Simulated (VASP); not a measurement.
A run of VASP 6.6.1 is set up as follows.

Contents of INCAR:

```
PREC = Accurate ; ENCUT = 520
EDIFF = 1E-6 ; ISMEAR = 0
SIGMA = 0.05 ; LREAL = F
LASPH = T ; NELM = 80
ALGO = Normal ; ISIF = 2
LWAVE = F ; LCHARG = F
GGA = PE ; NBANDS = 46
```

KPOINTS

```
Automatic mesh
0
Gamma
  9 9 4
```

Contents of POSCAR:

```
ZnS
1.0
    3.7411462556      0.0000000000      0.0000000000
   -1.8705731278      3.2399276967      0.0000000000
    0.0000000000      0.0000000000     12.2444904666
Zn S
4 4
Direct
    0.0000000000      0.0000000000      0.0000492057
    0.0000000000      0.0000000000      0.5000492057
    0.3333333333      0.6666666667      0.2500242903
    0.6666666667      0.3333333333      0.7500242903
    0.0000000000      0.0000000000      0.1872905901
    0.0000000000      0.0000000000      0.6872905901
    0.3333333333      0.6666666667      0.4376359138
    0.6666666667      0.3333333333      0.9376359138
```

Potentials or basis: VASP PAW PBE potentials, release 64 (Zn, S).

Run with:

```bash
$ cat potpaw_PBE.64/Zn/POTCAR potpaw_PBE.64/S/POTCAR > POTCAR
$ mpirun -np 1 vasp_std > vasp.out
```

Q: Predict the band gap on the k mesh.

A: 2.43 eV, direct.

Q: What does it give for the largest force?

A: 0.019 eV/Å.

Q: Estimate the pressure.

A: 7.2 GPa.

Forces on the atoms (eV/Å):
```
Zn   0.000  0.000  0.019
Zn   0.000  0.000  0.019
Zn   0.000  0.000  0.010
Zn   0.000  0.000  0.010
S    0.000  0.000 -0.017
S    0.000  0.000 -0.017
S    0.000  0.000 -0.013
S    0.000  0.000 -0.013
```

 A k mesh can miss the band edges.
